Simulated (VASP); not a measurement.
## SiO2 (Quartz high): single point with PBEsol

The system is SiO2 (Quartz high).

```xyz
9
Lattice="5.0130 0.0000 0.0000 -2.5065 4.3414 0.0000 0.0000 0.0000 5.4700" Properties=species:S:1:pos:R:3 pbc="T T T"
Si    1.2532    2.1707    1.8233
Si   -1.2532    2.1707    3.6467
Si    2.5065    0.0000    0.0000
O    -1.0252    3.4861    4.5583
O     1.4813    0.8553    0.9117
O     0.0000    1.7105    2.7350
O     3.5317    0.8553    4.5583
O     1.0252    3.4861    0.9117
O     2.5065    2.6309    2.7350
```

* Program: VASP 6.6.1
* Task: single point
* Functional: PBEsol
* Potentials or basis: VASP PAW PBE potentials, release 64 (Si, O)
* Cutoff: 520 eV
* k mesh: 6 × 6 × 4
* Occupations: gaussian, width 0.01 eV
* Spin: no spin polarisation

| Property | Result |
| --- | --- |
| Pressure | 2.6 GPa |
| Largest force | 0.700 eV/Å |
| Band gap on the k mesh | 5.49 eV, indirect (least direct gap 5.60 eV) |

Forces in eV/Å, atoms in the order of the input:
```
Si   0.000  0.000  0.000
Si   0.000  0.000  0.000
Si   0.000  0.000  0.000
O    0.606 -0.350  0.000
O    0.606  0.350  0.000
O    0.000  0.700  0.000
O   -0.606  0.350  0.000
O   -0.606 -0.350  0.000
O    0.000 -0.700  0.000
```

Stress tensor (GPa, compression positive):
```
1.74 0.00 0.00
0.00 1.74 0.00
0.00 0.00 4.22
```

Levels at points of the mesh, in eV from the valence-band top:
```csv
k point,band 22,band 23,band 24,band 25,band 26,band 27
"(0.00, 0.00, 0.00)",-0.49,-0.49,-0.11,5.49,8.76,8.76
"(0.50, 0.00, 0.00)",-0.88,-0.38,-0.01,7.49,8.43,9.22
"(0.00, 0.00, 0.50)",-0.32,0.00,0.00,7.34,7.34,8.22
"(0.50, 0.00, 0.50)",-0.71,-0.62,-0.40,8.33,8.95,9.22
```

Wall time 59 s on 1 thread of Intel(R) Xeon(R) Platinum 8488C (Sapphire Rapids), on a shared host, peak memory 0.26 GiB.

Caveat: the PAW data sets were made with another functional, which shifts forces and pressure a little. A k mesh can miss the band edges.
